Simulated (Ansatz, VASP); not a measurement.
CoO: VASP beside Ansatz

```xyz
2
Lattice="0.0000 2.1027 2.1027 2.1027 0.0000 2.1027 2.1027 2.1027 0.0000" Properties=species:S:1:pos:R:3 pbc="T T T"
Co    0.0000    0.0000    0.0000
O     2.1027    2.1027    2.1027
```

Change from the starting cell: volume scaled by 0.96.

Alike in both runs: task single point; functional PBE; k mesh 16 × 16 × 16; occupations fermi-dirac, width 0.05 eV; collinear spin.

|  | VASP | Ansatz |
| --- | --- | --- |
| version | VASP 6.6.1 | Ansatz 0.2.0 |
| potentials or method | VASP PAW PBE potentials, release 64 (Co, O), cutoff 520 eV | all-electron LAPW, scalar-relativistic |

```csv
,VASP,Ansatz,Ansatz less VASP
pressure (GPa),4.3,5.0,+0.67
net moment per atom (μB),1.38,1.40,+0.025
size of the moment on the site where the two differ most (μB),2.45,2.50,+0.048
```

Site moments also hang on the region over which each program counts them. Ansatz ran all-electron here, and VASP with PAW potentials.
